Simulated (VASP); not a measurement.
# Co (P6_3/mmc) in VASP: settings compared

The runs below take Co through single point, with r2SCAN, PBEsol, PBEsol+D3(BJ), PBE, RPBE.

Program: VASP 6.6.1. These are calculated values, not measurements. Logs are shortened: lines on timing, memory, paths and dates and some standing lists are left out, and cuts for length are marked.

**1. The cell of the first run**

It takes space group P6_3/mmc (No. 194, hexagonal). The conventional cell has a = 2.503 Å, b = 2.503 Å, c = 8.195 Å, α = 90.00°, β = 90.00°, γ = 120.00°. Co (site symmetry -6m2) has 12 Co at 2.50 to 2.51 Å within 3.3 Å. Within 3.3 Å of Co (site symmetry -3m) lie 12 Co at 2.50 to 2.51 Å.

**2. Single point, r2SCAN, collinear spin, ferromagnetic start**

File POSCAR:

```
Co
1.0
    2.5030729010      0.0000000000      0.0000000000
   -1.2515364506      2.1677247198      0.0000000000
    0.0000000000      0.0000000000      8.1946701348
Co
4
Direct
    0.6666666667      0.3333333333      0.7500000000
    0.0000000000      0.0000000000      0.5000000000
    0.3333333333      0.6666666667      0.2500000000
    0.0000000000      0.0000000000      0.0000000000
```

File INCAR.step1:

```
SYSTEM = Co
ALGO     = Normal         ! electronic algorithm
EDIFF    = 1E-4           ! SCF threshold, eV
ENCUT    = 520            ! plane-wave cutoff, eV
GGA      = PE             ! functional
ISMEAR   = -1             ! smearing method
ISPIN    = 2              ! spin polarisation
LASPH    = .TRUE.         ! aspherical terms in the spheres
LCHARG   = .FALSE.        ! write CHGCAR
LMAXMIX  = 4              ! l up to which the mixer works
LREAL    = .FALSE.        ! projectors in reciprocal space
LWAVE    = .TRUE.         ! write WAVECAR
MAGMOM   = 2 2 2 2        ! initial moments
NBANDS   = 30             ! bands
NELM     = 150            ! most SCF steps
PREC     = Accurate       ! precision mode
SIGMA    = 0.05           ! smearing width, eV
```

File INCAR.step2:

```
SYSTEM = Co
ALGO     = Normal         ! electronic algorithm
EDIFF    = 1E-6           ! SCF threshold, eV
ENCUT    = 520            ! plane-wave cutoff, eV
ISIF     = 2              ! what is computed and relaxed
ISMEAR   = -1             ! smearing method
ISPIN    = 2              ! spin polarisation
ISTART   = 1            
LASPH    = .TRUE.         ! aspherical terms in the spheres
LCHARG   = .TRUE.         ! write CHGCAR
LELF     = .TRUE.         ! ELF
LMAXMIX  = 4              ! l up to which the mixer works
LMIXTAU  = .TRUE.       
LORBIT   = 11             ! projections on sites
LREAL    = .FALSE.        ! projectors in reciprocal space
LVHAR    = .TRUE.       
LWAVE    = .FALSE.        ! write WAVECAR
MAGMOM   = 2 2 2 2        ! initial moments
METAGGA  = R2SCAN         ! meta-GGA
NBANDS   = 30             ! bands
NELM     = 150            ! most SCF steps
PREC     = Accurate       ! precision mode
SIGMA    = 0.05           ! smearing width, eV
```

File KPOINTS:

```
k-points
0
G
  12 12 4
  0 0 0
```

Potentials or basis: VASP PAW PBE potentials, release 64 (Co).

Command:

```sh
> cat potpaw_PBE.64/Co/POTCAR > POTCAR
> cp INCAR.step1 INCAR
> mpirun -np 1 vasp_std > vasp.out
> cp INCAR.step2 INCAR
> mpirun -np 1 vasp_std > vasp.out
```

OUTCAR:

```text
SYSTEM = Co
   EDIFF = 1E-6
   ENCUT = 520
   ISIF = 2
   ISMEAR = -1
   ISPIN = 2
   ISTART = 1
   LASPH = .TRUE.
   LORBIT = 11
   LREAL = .FALSE.
   METAGGA = R2SCAN
   NELM = 150
   PREC = Accurate

 ion  position               nearest neighbor table
   1  0.667  0.333  0.750-   2 2.51   4 2.51   2 2.51   4 2.51   2 2.51   4 2.51
   2  0.000  0.000  0.500-   1 2.51   3 2.51   1 2.51   3 2.51   1 2.51   3 2.51
   3  0.333  0.667  0.250-   2 2.51   4 2.51   2 2.51   4 2.51   2 2.51   4 2.51
   4  0.000  0.000  0.000-   1 2.51   3 2.51   1 2.51   3 2.51   1 2.51   3 2.51

  LATTYP: Found a hexagonal cell.
 ALAT       =     2.5030729010
 C/A-ratio  =     3.2738439746

  Lattice vectors:

 A1 = (   2.5030729010,   0.0000000000,   0.0000000000)
 A2 = (  -1.2515364506,   2.1677247198,   0.0000000000)
 A3 = (   0.0000000000,   0.0000000000,   8.1946701348)

Analysis of symmetry for initial positions (statically):
=====================================================================
 Subroutine PRICEL returns:
 Original cell was already a primitive cell.

 Routine SETGRP: Setting up the symmetry group for a
 hexagonal supercell.

 Subroutine GETGRP returns: Found 24 space group operations
 (whereof 12 operations were pure point group operations)
 out of a pool of 24 trial point group operations.

The static configuration has the point symmetry D_3d.
 The point group associated with its full space group is D_6h.

Analysis of symmetry for dynamics (positions and initial velocities):
=====================================================================
 Subroutine PRICEL returns:
 Original cell was already a primitive cell.

 Routine SETGRP: Setting up the symmetry group for a
 hexagonal supercell.

 Subroutine GETGRP returns: Found 24 space group operations
 (whereof 12 operations were pure point group operations)
 out of a pool of 24 trial point group operations.

The dynamic configuration has the point symmetry D_3d.
 The point group associated with its full space group is D_6h.

Analysis of structural, dynamic, and magnetic symmetry:
=====================================================================
 Subroutine PRICEL returns:
 Original cell was already a primitive cell.

 Routine SETGRP: Setting up the symmetry group for a
 hexagonal supercell.

 Subroutine GETGRP returns: Found 24 space group operations
 (whereof 12 operations were pure point group operations)
 out of a pool of 24 trial point group operations.

The overall configuration has the point symmetry D_3d.
 The point group associated with its full space group is D_6h.

 Subroutine INISYM returns: Found 24 space group operations
 (whereof 12 operations are pure point group operations),
 and found     1 'primitive' translations

----------------------------------------------------------------------------------------

                                     Primitive cell

  volume of cell :      44.4641

  direct lattice vectors                    reciprocal lattice vectors
     2.503072901  0.000000000  0.000000000     0.399508939  0.230656594  0.000000000
    -1.251536451  2.167724720  0.000000000     0.000000000  0.461313187  0.000000000
     0.000000000  0.000000000  8.194670135     0.000000000  0.000000000  0.122030537

  length of vectors
     2.503072901  2.503072901  8.194670135     0.461313187  0.461313187  0.122030537

  position of ions in fractional coordinates (direct lattice)
     0.666666667  0.333333333  0.750000000
     0.000000000  0.000000000  0.500000000
     0.333333333  0.666666667  0.250000000
     0.000000000  0.000000000  0.000000000

  ion indices of the primitive-cell ions
   primitive index   ion index
                 1           1
                 2           2
                 3           3
                 4           4

----------------------------------------------------------------------------------------

 KPOINTS: k-points

Automatic generation of k-mesh.
 Grid dimensions read from file:
 generate k-points for:   12   12    4

 Generating k-lattice:

  Cartesian coordinates                     Fractional coordinates (reciprocal lattice)
     0.033292412  0.019221383  0.000000000     0.083333333  0.000000000  0.000000000
     0.000000000  0.038442766  0.000000000     0.000000000  0.083333333  0.000000000
     0.000000000  0.000000000  0.030507634     0.000000000  0.000000000  0.250000000

  Length of vectors
     0.038442766  0.038442766  0.030507634

  Shift w.r.t. Gamma in fractional coordinates (k-lattice)
     0.000000000  0.000000000  0.000000000

 Subroutine IBZKPT returns following result:
 ===========================================

 Found     57 irreducible k-points:

 Following reciprocal coordinates:
            Coordinates               Weight
  0.000000  0.000000  0.000000      1.000000
  0.083333  0.000000  0.000000      6.000000
  0.166667  0.000000  0.000000      6.000000
  0.250000  0.000000  0.000000      6.000000
  0.333333  0.000000  0.000000      6.000000
  0.416667  0.000000  0.000000      6.000000
[... 16 lines left out ...]
  0.250000  0.000000  0.250000     12.000000
  0.333333  0.000000  0.250000     12.000000
 [... further k-points ...]
   k-points           NKPTS =     57   k-points in BZ     NKDIM =     57   number of bands    NBANDS=     30
   number of dos      NEDOS =    301   number of ions     NIONS =      4
   total plane-waves  NPLWV =  25600
   dimension x,y,z NGX =    20 NGY =   20 NGZ =   64
   dimension x,y,z NGXF=    40 NGYF=   40 NGZF=  128
   ions per type =               4
   NGX,Y,Z   is equivalent  to a cutoff of  13.28, 13.28, 12.98 a.u.
   NGXF,Y,Z  is equivalent  to a cutoff of  26.57, 26.57, 25.97 a.u.
 SYSTEM =  Co
   PREC   = accura    normal or accurate (medium, high low for compatibility)
   ISTART =      1    job   : 0-new  1-cont  2-samecut
   ICHARG =      0    charge: 1-file 2-atom 10-const
   ISPIN  =      2    spin polarized calculation?
   LNONCOLLINEAR =      F non collinear calculations
   LSORBIT =      F    spin-orbit coupling
   LASPH  =      T    aspherical Exc in radial PAW
   ENCUT  =  520.0 eV  38.22 Ry    6.18 a.u.   4.65  4.65 15.24*2*pi/ulx,y,z
   NELM   =    150;   NELMIN=  2; NELMDL=  0     # of ELM steps
   EDIFF  = 0.1E-05   stopping-criterion for ELM
   LREAL  =      F    real-space projection
   EDIFFG = 0.1E-04   stopping-criterion for IOM
   NSW    =      0    number of steps for IOM
   IBRION =     -1    ionic relax: 0-MD 1-quasi-New 2-CG
   NFREE  =      0    steps in history (QN), initial steepest desc. (CG)
   ISIF   =      2    stress and relaxation
   ISYM   =      2    0-nonsym 1-usesym 2-fastsym
   POTIM  = 0.5000    time-step for ionic-motion
   TEBEG  =    0.0;   TEEND  =   0.0 temperature during run
   PSTRESS=    0.0 pullay stress
   NELECT =      36.0000    total number of electrons
   NUPDOWN=      -1.0000    fix difference up-down
   EMIN   =  10.00;   EMAX   =-10.00  energy-range for DOS
   EFERMI =   0.00;   METHOD = LEGACY
   ISMEAR =    -1;   SIGMA  =   0.05  broadening in eV -4-tet -1-fermi 0-gaus
   EFERMI_NEDOS =   21; number of points for ismear=-14 and -15
   IALGO  =     38    algorithm
   IMIX   =      4    mixing-type and parameters
     AMIX     =   0.40;   BMIX     =  1.00
     AMIX_MAG =   1.60;   BMIX_MAG =  1.00
  volume/ion in A,a.u.               =      11.12        75.01
  Fermi-wavevector in a.u.,A,eV,Ry     =   1.525829  2.883399 31.676474  2.328155
  Thomas-Fermi vector in A             =   2.633946
   LORBIT       =     11    0 simple, 1 ext, 2 COOP (PROOUT), +10 PAW based schemes
   METAGGA = R2SCAN    functional components
   LHFCALC =     F    Hartree Fock is set to
   AEXX    =    0.0000 exact exchange contribution
   IVDW    =     0    specifies the selected vdW correction
   LEPSILON=     F    determine dielectric tensor
   LRPA    =     F    only Hartree local field effects (RPA)
 spin polarized calculation
  energy-cutoff  :      520.00
  volume of cell :       44.46
 maximum number of plane-waves:      1218
 NGX is ok and might be reduce to    20
   NGX =  9   NGY =  9   NGZ = 31

 number of electron      36.0000022 magnetization       7.0864940

 Free energy of the ion-electron system (eV)
  ---------------------------------------------------
  ext. energy  EPLUGINS =         0.00000000
  ---------------------------------------------------
  free energy    TOTEN  =       -52.84601733 eV

  energy without entropy =      -52.82256796  energy(sigma->0) =      -52.83429265

 E-fermi :  10.1387     XC(G=0): -14.5093

 val. band max:       10.1368539816   @ k =   0.1667   0.0833   0.0000
 cond. band min:      10.1404728239   @ k =   0.2500   0.1667   0.0000
 fundamental gap:      0.0036188424
 Fermi energy:        10.1386777028

 spin component 1

 k-point     1 :       0.0000    0.0000    0.0000
  band No.  band energies     occupation
      1       0.7712      1.00000
      2       2.9688      1.00000
      3       3.0158      1.00000
      4       4.3786      1.00000
      5       6.4293      1.00000
      6       6.4765      1.00000
[... 781 lines left out ...]
     29      24.6592      0.00000
     30      25.4794      0.00000

 [... further k-points ...]

 spin component 2

 k-point     1 :       0.0000    0.0000    0.0000
  band No.  band energies     occupation
      1       0.2123      1.00000
      2       2.5779      1.00000
      3       2.6090      1.00000
      4       5.4609      1.00000
      5       8.1925      1.00000
      6       8.3422      1.00000
[... 781 lines left out ...]
     29      25.2222      0.00000
     30      26.0743      0.00000

 [... further k-points ...]

------------------------ aborting loop because EDIFF is reached ----------------------------------------

  FORCE on cell =-STRESS in cart. coord.  units (eV):
  Direction    XX          YY          ZZ          XY          YZ          ZX
  --------------------------------------------------------------------------------------
  -------------------------------------------------------------------------------------
  Total       -2.3698076     -2.3698076     -2.2851237      0.0000000      0.0000000      0.0000000
  in kB      -85.3914866    -85.3914866    -82.3400621      0.0000000      0.0000000      0.0000000
  external PRESSURE =     -84.3743451 kB  Pullay stress =       0.0000000 kB

 VOLUME and BASIS-vectors are now :
 -----------------------------------------------------------------------------
  energy-cutoff  :      520.00
  volume of cell :       44.46
      direct lattice vectors                 reciprocal lattice vectors
     2.503072901  0.000000000  0.000000000     0.399508939  0.230656594  0.000000000
    -1.251536451  2.167724720  0.000000000     0.000000000  0.461313187  0.000000000
     0.000000000  0.000000000  8.194670135     0.000000000  0.000000000  0.122030537

 POSITION                                       TOTAL-FORCE (eV/Angst)
 -----------------------------------------------------------------------------------
      1.25154      0.72257      6.14600         0.000000     -0.000000     -0.000000
      0.00000      0.00000      4.09734         0.000000      0.000000      0.000000
     -0.00000      1.44515      2.04867        -0.000000      0.000000     -0.000000
      0.00000      0.00000      0.00000         0.000000      0.000000      0.000000
 -----------------------------------------------------------------------------------
    total drift:                                0.000000     -0.000000      0.000000

  FREE ENERGIE OF THE ION-ELECTRON SYSTEM (eV)
  ---------------------------------------------------
  free  energy   TOTEN  =       -52.8460173308 eV

  energy  without entropy=      -52.8225679643  energy(sigma->0) =      -52.83429265

 total charge

# of ion       s       p       d       tot
------------------------------------------
    1        0.499   0.542   7.202   8.242
    2        0.501   0.539   7.214   8.253
    3        0.499   0.542   7.202   8.242
    4        0.501   0.539   7.214   8.253
--------------------------------------------------
tot          1.999   2.161  28.831  32.990

 magnetization (x)

# of ion       s       p       d       tot
------------------------------------------
    1       -0.008  -0.079   1.943   1.856
    2       -0.009  -0.076   1.911   1.826
    3       -0.008  -0.079   1.943   1.856
    4       -0.009  -0.076   1.911   1.826
--------------------------------------------------
tot         -0.036  -0.309   7.709   7.364
```

It took 5.3 min on 1 thread of Intel Xeon 6975P-C (Granite Rapids), shared host; peak memory 0.26 GiB.

Results:

```yaml
Free_energy: -52.8460 eV
Pressure: -8.4 GPa
Net_moment: 7.09 μB per cell
Site_moments: Co +1.86, +1.83 (each value once) μB
Valence_electrons_inside_the_program's_atomic_spheres: Co 8.24, 8.25 (each value once)
```

Stress tensor (GPa, compression positive):
```
-8.54  0.00  0.00
 0.00 -8.54  0.00
 0.00  0.00 -8.23
```

Caveat: the cell stands under tension; the PAW data sets were made with another functional, which shifts forces and pressure a little.

(Continued in part 2 of 3.)
